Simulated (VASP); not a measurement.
**Ir: density of states with PBE**

Crystal: Ir.

```
Ir
1.0
     0.00000    1.93533    1.93533
     1.93533    0.00000    1.93533
     1.93533    1.93533    0.00000
Ir
1
Direct
  0.00000 0.00000 0.00000
```

* Program: VASP 6.6.1
* Task: density of states
* Functional: PBE
* Potentials or basis: VASP PAW PBE potentials, release 64 (Ir)
* Cutoff: 520 eV
* k mesh: 18 × 18 × 18
* Occupations: gaussian, width 0.1 eV
* Spin: no spin polarisation
* Dipole correction: no
* k mesh for the DOS: 27 × 27 × 27
* Occupations for the DOS: tetrahedron
* Further INCAR settings: ALGO = Normal; EDIFF = 1e-06; NBANDS = 10

```
Valence electrons inside the program's atomic spheres : Ir 8.32
```

Levels at points of the mesh, in eV from the Fermi level:
```tsv
k point	band 2	band 3	band 4	band 5	band 6	band 7
(0.00, 0.00, 0.00)	-3.73	-3.73	-3.73	-1.14	-1.14	14.39
```

It took 110 s on 1 thread of AMD EPYC 7R13, on a shared host, peak memory 0.17 GiB.

Caveat: spin-orbit coupling is left out, which moves the levels of the heavy elements.
